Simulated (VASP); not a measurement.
# CdSe (P6_3mc) in VASP: further runs

CdSe is run at these levels: r2SCAN; tasks: single point.

Program: VASP 6.6.1. These are calculated values, not measurements. Logs are shortened: lines on timing, memory, paths and dates and some standing lists are left out, and cuts for length are marked.

### 1 The cell of the first run

It takes space group P6_3mc (No. 186, hexagonal). The conventional cell has a = 4.340 Å, b = 4.340 Å, c = 7.078 Å, α = 90.00°, β = 90.00°, γ = 120.00°. Within 3.4 Å of Cd (site symmetry 3m) lie 4 Se at 2.55 to 3.06 Å. Within 3.4 Å of Se (site symmetry 3m) lie 4 Cd at 2.55 to 3.06 Å.

### 2 Single point, r2SCAN (atoms displaced along a vibrational mode)

The input, POSCAR:

```
CdSe
1.0
    4.3399219990      0.0000000000      0.0000000000
   -2.1699609995      3.7584827016      0.0000000000
    0.0000000000      0.0000000000      7.0783849700
Cd Se
2 2
Direct
    0.3333333333      0.6666666667     -0.0278699130
    0.6666666667      0.3333333333      0.4721300870
    0.3333333333      0.6666666667      0.4038699130
    0.6666666667      0.3333333333      0.9038699130
```

The input, INCAR.step1:

```
PREC = Accurate ; ENCUT = 520
ISMEAR = 0 ; SIGMA = 0.01
LREAL = False ; LASPH = True
NELM = 80 ; NBANDS = 26
GGA = PE ; ALGO = Normal
EDIFF = 1E-4 ; LWAVE = True
LCHARG = False
```

The input, INCAR.step2:

```
PREC = Accurate ; ENCUT = 520
EDIFF = 1E-6 ; ISMEAR = 0
SIGMA = 0.01 ; LREAL = False
LASPH = True ; NELM = 80
ALGO = Normal ; ISIF = 2
LWAVE = False ; LCHARG = True
METAGGA = R2SCAN ; LMIXTAU = True
LELF = True ; LVHAR = True
NBANDS = 26 ; ISTART = 1
```

The input, KPOINTS:

```
regular mesh
0
Gamma
  9 9 4
```

Potentials or basis: VASP PAW PBE potentials, release 64 (Cd, Se).

Command:

```sh
> cat potpaw_PBE.64/Cd/POTCAR potpaw_PBE.64/Se/POTCAR > POTCAR
> cp INCAR.step1 INCAR
> mpirun -np 1 vasp_std > vasp.out
> cp INCAR.step2 INCAR
> mpirun -np 1 vasp_std > vasp.out
```

OUTCAR:

```text
PREC = Accurate
   ENCUT = 520
   EDIFF = 1E-6
   ISMEAR = 0
   LREAL = False
   LASPH = True
   NELM = 80
   ISIF = 2
   METAGGA = R2SCAN
   ISTART = 1

 ion  position               nearest neighbor table
   1  0.333  0.667  0.972-   4 2.55   4 2.55   4 2.55   3 3.06
   2  0.667  0.333  0.472-   3 2.55   3 2.55   3 2.55   4 3.06
   3  0.333  0.667  0.404-   2 2.55   2 2.55   2 2.55   1 3.06
   4  0.667  0.333  0.904-   1 2.55   1 2.55   1 2.55   2 3.06

  LATTYP: Found a hexagonal cell.
 ALAT       =     4.3399219990
 C/A-ratio  =     1.6309935920

  Lattice vectors:

 A1 = (   4.3399219990,   0.0000000000,   0.0000000000)
 A2 = (  -2.1699609995,   3.7584827016,   0.0000000000)
 A3 = (   0.0000000000,   0.0000000000,   7.0783849700)

Analysis of symmetry for initial positions (statically):
=====================================================================
 Subroutine PRICEL returns:
 Original cell was already a primitive cell.

 Routine SETGRP: Setting up the symmetry group for a
 hexagonal supercell.

 Subroutine GETGRP returns: Found 12 space group operations
 (whereof  6 operations were pure point group operations)
 out of a pool of 24 trial point group operations.

The static configuration has the point symmetry C_3v.
 The point group associated with its full space group is C_6v.

Analysis of symmetry for dynamics (positions and initial velocities):
=====================================================================
 Subroutine PRICEL returns:
 Original cell was already a primitive cell.

 Routine SETGRP: Setting up the symmetry group for a
 hexagonal supercell.

 Subroutine GETGRP returns: Found 12 space group operations
 (whereof  6 operations were pure point group operations)
 out of a pool of 24 trial point group operations.

The dynamic configuration has the point symmetry C_3v.
 The point group associated with its full space group is C_6v.

 Subroutine INISYM returns: Found 12 space group operations
 (whereof  6 operations are pure point group operations),
 and found     1 'primitive' translations

----------------------------------------------------------------------------------------

                                     Primitive cell

  volume of cell :     115.4592

  direct lattice vectors                    reciprocal lattice vectors
     4.339921999  0.000000000  0.000000000     0.230418888  0.133032407  0.000000000
    -2.169961000  3.758482702  0.000000000     0.000000000  0.266064814  0.000000000
     0.000000000  0.000000000  7.078384970     0.000000000  0.000000000  0.141275164

  length of vectors
     4.339921999  4.339921999  7.078384970     0.266064814  0.266064814  0.141275164

  position of ions in fractional coordinates (direct lattice)
     0.333333333  0.666666667  0.972130087
     0.666666667  0.333333333  0.472130087
     0.333333333  0.666666667  0.403869913
     0.666666667  0.333333333  0.903869913

  ion indices of the primitive-cell ions
   primitive index   ion index
                 1           1
                 2           2
                 3           3
                 4           4

----------------------------------------------------------------------------------------

 KPOINTS: regular mesh

Automatic generation of k-mesh.
 Grid dimensions read from file:
 generate k-points for:    9    9    4

 Generating k-lattice:

  Cartesian coordinates                     Fractional coordinates (reciprocal lattice)
     0.025602099  0.014781379  0.000000000     0.111111111 -0.000000000  0.000000000
     0.000000000  0.029562757  0.000000000     0.000000000  0.111111111  0.000000000
     0.000000000  0.000000000  0.035318791     0.000000000  0.000000000  0.250000000

  Length of vectors
     0.029562757  0.029562757  0.035318791

  Shift w.r.t. Gamma in fractional coordinates (k-lattice)
     0.000000000  0.000000000  0.000000000

 Subroutine IBZKPT returns following result:
 ===========================================

 Found     36 irreducible k-points:

 Following reciprocal coordinates:
            Coordinates               Weight
  0.000000  0.000000  0.000000      1.000000
  0.111111  0.000000  0.000000      6.000000
  0.222222  0.000000  0.000000      6.000000
  0.333333 -0.000000  0.000000      6.000000
  0.444444  0.000000  0.000000      6.000000
  0.111111  0.111111  0.000000      6.000000
[... 16 lines left out ...]
  0.333333  0.222222  0.250000     24.000000
  0.333333  0.333333  0.250000      4.000000
 [... further k-points ...]
   k-points           NKPTS =     36   k-points in BZ     NKDIM =     36   number of bands    NBANDS=     26
   number of dos      NEDOS =    301   number of ions     NIONS =      4
   total plane-waves  NPLWV =  55296
   dimension x,y,z NGX =    32 NGY =   32 NGZ =   54
   dimension x,y,z NGXF=    64 NGYF=   64 NGZF=  108
   ions per type =               2   2
   NGX,Y,Z   is equivalent  to a cutoff of  12.26, 12.26, 12.68 a.u.
   NGXF,Y,Z  is equivalent  to a cutoff of  24.52, 24.52, 25.37 a.u.
 SYSTEM =  unknown system
   PREC   = accura    normal or accurate (medium, high low for compatibility)
   ISTART =      1    job   : 0-new  1-cont  2-samecut
   ICHARG =      0    charge: 1-file 2-atom 10-const
   ISPIN  =      1    spin polarized calculation?
   LNONCOLLINEAR =      F non collinear calculations
   LSORBIT =      F    spin-orbit coupling
   LASPH  =      T    aspherical Exc in radial PAW
   ENCUT  =  520.0 eV  38.22 Ry    6.18 a.u.   8.07  8.07 13.16*2*pi/ulx,y,z
   NELM   =     80;   NELMIN=  2; NELMDL=  0     # of ELM steps
   EDIFF  = 0.1E-05   stopping-criterion for ELM
   LREAL  =      F    real-space projection
   EDIFFG = 0.1E-04   stopping-criterion for IOM
   NSW    =      0    number of steps for IOM
   IBRION =     -1    ionic relax: 0-MD 1-quasi-New 2-CG
   NFREE  =      0    steps in history (QN), initial steepest desc. (CG)
   ISIF   =      2    stress and relaxation
   ISYM   =      2    0-nonsym 1-usesym 2-fastsym
   POTIM  = 0.5000    time-step for ionic-motion
   TEBEG  =    0.0;   TEEND  =   0.0 temperature during run
   PSTRESS=    0.0 pullay stress
   NELECT =      36.0000    total number of electrons
   NUPDOWN=      -1.0000    fix difference up-down
   EMIN   =  10.00;   EMAX   =-10.00  energy-range for DOS
   EFERMI =   0.00;   METHOD = LEGACY
   ISMEAR =     0;   SIGMA  =   0.01  broadening in eV -4-tet -1-fermi 0-gaus
   EFERMI_NEDOS =   21; number of points for ismear=-14 and -15
   IALGO  =     38    algorithm
   IMIX   =      4    mixing-type and parameters
     AMIX     =   0.40;   BMIX     =  1.00
     AMIX_MAG =   1.60;   BMIX_MAG =  1.00
  volume/ion in A,a.u.               =      28.86       194.79
  Fermi-wavevector in a.u.,A,eV,Ry     =   1.110110  2.097804 16.767068  1.232345
  Thomas-Fermi vector in A             =   2.246658
   LORBIT       =      0    0 simple, 1 ext, 2 COOP (PROOUT), +10 PAW based schemes
   METAGGA = R2SCAN    functional components
   LHFCALC =     F    Hartree Fock is set to
   AEXX    =    0.0000 exact exchange contribution
   IVDW    =     0    specifies the selected vdW correction
   LEPSILON=     F    determine dielectric tensor
   LRPA    =     F    only Hartree local field effects (RPA)
 non-spin polarized calculation
 Gauss-broadening in eV      SIGMA  =   0.01
  energy-cutoff  :      520.00
  volume of cell :      115.46
 maximum number of plane-waves:      3126
   NGX = 17   NGY = 17   NGZ = 27

 number of electron      36.0000001 magnetization

 Free energy of the ion-electron system (eV)
  ---------------------------------------------------
  ext. energy  EPLUGINS =         0.00000000
  ---------------------------------------------------
  free energy    TOTEN  =       -71.43715980 eV

  energy without entropy =      -71.43715980  energy(sigma->0) =      -71.43715980

 E-fermi :   0.4602     XC(G=0):  -9.2832

 val. band max:        0.3734972335   @ k =   0.0000   0.0000   0.0000
 cond. band min:       1.6694678210   @ k =   0.0000   0.0000   0.0000
 fundamental gap:      1.2959705874
 Fermi energy:         0.4602487125

 k-point     1 :       0.0000    0.0000    0.0000
  band No.  band energies     occupation
      1     -12.5454      2.00000
      2     -12.2335      2.00000
      3      -7.8548      2.00000
      4      -7.8548      2.00000
      5      -7.8394      2.00000
      6      -7.8394      2.00000
[... 18 lines left out ...]
     25       7.7230      0.00000
     26       8.5097      0.00000

 k-point     2 :       0.1111    0.0000    0.0000
  band No.  band energies     occupation
      1     -12.5037      2.00000
      2     -12.2078      2.00000
      3      -7.8319      2.00000
      4      -7.8286      2.00000
      5      -7.8143      2.00000
      6      -7.8126      2.00000
[... 18 lines left out ...]
     25       8.0753      0.00000
     26       8.1920      0.00000

 k-point     3 :       0.2222    0.0000    0.0000
  band No.  band energies     occupation
      1     -12.3946      2.00000
      2     -12.1450      2.00000
      3      -7.7614      2.00000
      4      -7.7599      2.00000
      5      -7.7427      2.00000
      6      -7.7345      2.00000
[... 18 lines left out ...]
     25       7.9091      0.00000
     26       8.9892      0.00000

 k-point     4 :       0.3333   -0.0000    0.0000
  band No.  band energies     occupation
      1     -12.2615      2.00000
      2     -12.0807      2.00000
      3      -7.6850      2.00000
      4      -7.6665      2.00000
      5      -7.6604      2.00000
      6      -7.6026      2.00000
[... 18 lines left out ...]
     25       8.4499      0.00000
     26       9.5107      0.00000

 k-point     5 :       0.4444    0.0000    0.0000
  band No.  band energies     occupation
      1     -12.1636      2.00000
      2     -12.0491      2.00000
      3      -7.6370      2.00000
      4      -7.6161      2.00000
      5      -7.6058      2.00000
      6      -7.4977      2.00000
[... 18 lines left out ...]
     25       8.9628      0.00000
     26       9.8080      0.00000

 k-point     6 :       0.1111    0.1111    0.0000
  band No.  band energies     occupation
      1     -12.4282      2.00000
      2     -12.1636      2.00000
      3      -7.7914      2.00000
      4      -7.7850      2.00000
      5      -7.7609      2.00000
      6      -7.7538      2.00000
[... 427 lines left out ...]
 k-point    21 :       0.4444    0.1111    0.2500
  band No.  band energies     occupation
      1     -12.1184      2.00000
      2     -12.0547      2.00000
      3      -7.6248      2.00000
      4      -7.6009      2.00000
      5      -7.5929      2.00000
      6      -7.5222      2.00000
[... 18 lines left out ...]
     25       9.1990      0.00000
     26      10.4142      0.00000

 k-point    22 :       0.2222    0.2222    0.2500
  band No.  band energies     occupation
      1     -12.1753      2.00000
      2     -12.0756      2.00000
      3      -7.6616      2.00000
      4      -7.6616      2.00000
      5      -7.5825      2.00000
      6      -7.5658      2.00000
[... 18 lines left out ...]
     25       8.1496      0.00000
     26       9.8412      0.00000

 k-point    23 :       0.3333    0.2222    0.2500
  band No.  band energies     occupation
      1     -12.1010      2.00000
      2     -12.0509      2.00000
      3      -7.6188      2.00000
      4      -7.6022      2.00000
      5      -7.5617      2.00000
      6      -7.5293      2.00000
[... 18 lines left out ...]
     25       8.8793      0.00000
     26       9.8148      0.00000

 k-point    24 :       0.3333    0.3333    0.2500
  band No.  band energies     occupation
      1     -12.0591      2.00000
      2     -12.0591      2.00000
      3      -7.6022      2.00000
      4      -7.5710      2.00000
      5      -7.5433      2.00000
      6      -7.5433      2.00000
[... 18 lines left out ...]
     25       9.4238      0.00000
     26       9.4238      0.00000

 [... further k-points ...]

------------------------ aborting loop because EDIFF is reached ----------------------------------------

  FORCE on cell =-STRESS in cart. coord.  units (eV):
  Direction    XX          YY          ZZ          XY          YZ          ZX
  --------------------------------------------------------------------------------------
  -------------------------------------------------------------------------------------
  Total        3.0844070      3.0844070     -1.7181684      0.0000000      0.0000000      0.0000000
  in kB       42.8009686     42.8009686    -23.8422727      0.0000000      0.0000000      0.0000000
  external PRESSURE =      20.5865548 kB  Pullay stress =       0.0000000 kB

 VOLUME and BASIS-vectors are now :
 -----------------------------------------------------------------------------
  energy-cutoff  :      520.00
  volume of cell :      115.46
      direct lattice vectors                 reciprocal lattice vectors
     4.339921999  0.000000000  0.000000000     0.230418888  0.133032407  0.000000000
    -2.169961000  3.758482702  0.000000000     0.000000000  0.266064814  0.000000000
     0.000000000  0.000000000  7.078384970     0.000000000  0.000000000  0.141275164

 POSITION                                       TOTAL-FORCE (eV/Angst)
 -----------------------------------------------------------------------------------
     -0.00000      2.50566      6.88111        -0.000000      0.000000      0.699239
      2.16996      1.25283      3.34192         0.000000     -0.000000      0.699239
     -0.00000      2.50566      2.85875        -0.000000      0.000000     -0.699239
      2.16996      1.25283      6.39794        -0.000000      0.000000     -0.699239
 -----------------------------------------------------------------------------------
    total drift:                               -0.000000     -0.000000      0.001886

  FREE ENERGIE OF THE ION-ELECTRON SYSTEM (eV)
  ---------------------------------------------------
  free  energy   TOTEN  =       -71.4371598042 eV

  energy  without entropy=      -71.4371598042  energy(sigma->0) =      -71.43715980
```

It took 2.4 min on 1 thread of Intel Xeon 6975P-C (Granite Rapids), shared host; peak memory 0.29 GiB.

What came out:

```yaml
Free_energy: -71.4372 eV
Pressure: 2.1 GPa
Largest_force: 0.699 eV/Å
Band_gap_on_the_k_mesh: 1.30 eV
```

Forces in eV/Å, atoms in the order of the input:
```
Cd   0.000  0.000  0.699
Cd   0.000  0.000  0.699
Se   0.000  0.000 -0.699
Se   0.000  0.000 -0.699
```

Caveat: the cell differs from its parent crystal (atoms displaced along a vibrational mode); the PAW data sets were made with another functional, which shifts forces and pressure a little.

### 3 Single point, r2SCAN (atoms displaced along a vibrational mode)

The input, POSCAR:

```
CdSe
1.0
    4.3399219990      0.0000000000      0.0000000000
   -2.1699609995      3.7584827016      0.0000000000
    0.0000000000      0.0000000000      7.0783849700
Cd Se
2 2
Direct
    0.3333333333      0.6666666667     -0.0371781186
    0.6666666667      0.3333333333      0.4628218814
    0.3333333333      0.6666666667      0.4131781186
    0.6666666667      0.3333333333      0.9131781186
```

The input, INCAR.step1:

```
SYSTEM = CdSe
PREC = Accurate
ENCUT = 520
ISMEAR = 0
SIGMA = 0.01
LREAL = .False.
LASPH = .True.
NELM = 80
NBANDS = 26
GGA = PE
ALGO = Normal
EDIFF = 1E-4
LWAVE = .True.
LCHARG = .False.
```

The input, INCAR.step2:

```
SYSTEM = CdSe
PREC = Accurate
ENCUT = 520
EDIFF = 1E-6
ISMEAR = 0
SIGMA = 0.01
LREAL = .False.
LASPH = .True.
NELM = 80
ALGO = Normal
ISIF = 2
LWAVE = .False.
LCHARG = .False.
METAGGA = R2SCAN
LMIXTAU = .True.
NBANDS = 26
ISTART = 1
```

The input, KPOINTS:

```
regular mesh
0
Gamma
  9 9 4
  0 0 0
```

Potentials or basis: VASP PAW PBE potentials, release 64 (Cd, Se).

Command:

```sh
> cat potpaw_PBE.64/Cd/POTCAR potpaw_PBE.64/Se/POTCAR > POTCAR
> cp INCAR.step1 INCAR
> mpirun -np 1 vasp_std > vasp.out
> cp INCAR.step2 INCAR
> mpirun -np 1 vasp_std > vasp.out
```

Wall time 2.5 min (1 thread of Intel Xeon 6975P-C (Granite Rapids), shared host); peak memory 0.29 GiB.

Results (log left out):

- Free energy: -71.2614 eV
- Pressure: 2.8 GPa
- Largest force: 0.616 eV/Å
- Band gap on the k mesh: 1.36 eV

Forces in eV/Å, atoms in the order of the input:
```
Cd   0.000  0.000  0.616
Cd   0.000  0.000  0.616
Se   0.000  0.000 -0.616
Se   0.000  0.000 -0.616
```

Stress tensor (GPa, compression positive):
```
 5.40  0.00  0.00
 0.00  5.40  0.00
 0.00  0.00 -2.31
```

Levels at points of the mesh, in eV from the valence-band top:
```csv
k point,band 14,band 15,band 16,band 17,band 18,band 19,band 20,band 21,band 22,band 23
"(0.00, 0.00, 0.00)",-0.46,-0.46,-0.02,0.00,0.00,1.36,2.03,6.44,6.44,7.33
"(0.00, 0.00, 0.50)",-1.94,-0.23,-0.23,-0.23,-0.23,2.43,2.43,6.43,6.43,6.71
```

Caveat: the cell differs from its parent crystal (atoms displaced along a vibrational mode); the PAW data sets were made with another functional, which shifts forces and pressure a little.
